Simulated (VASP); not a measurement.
Crystal: TaW5.

```
Ta W
1.0
     3.19846    0.00000    0.00000
     0.00000    3.19846    0.00000
     0.00000    0.00000    9.63334
Ta W
1 5
Direct
  0.50000 0.50000 0.50000
  0.00000 0.00000 0.00000
  0.50000 0.50000 0.16527
  0.00000 0.00000 0.32856
  0.00000 0.00000 0.67144
  0.50000 0.50000 0.83473
```

Base run:

```yaml
Program: VASP 6.6.1
Functional: PBE
Potentials_or_basis: VASP PAW PBE potentials, release 64 (Ta_pv, W_sv)
Cutoff: 520 eV
k_mesh: 6 × 6 × 2
Occupations: gaussian, width 0.1 eV
Spin: no spin polarisation
```

Its results: band gap on the k mesh zero (an odd number of electrons rules out a gap without spin polarisation); pressure -0.2 GPa; largest force 0.016 eV/Å.

Question: The run is repeated on the same cell with these changes: k mesh from 6 × 6 × 2 to 12 × 12 × 4. What comes out?

Answer: Band gap on the k mesh zero (an odd number of electrons rules out a gap without spin polarisation); pressure 0.4 GPa; largest force 0.014 eV/Å.

Caveats: spin-orbit coupling is left out, which moves the levels of the heavy elements.
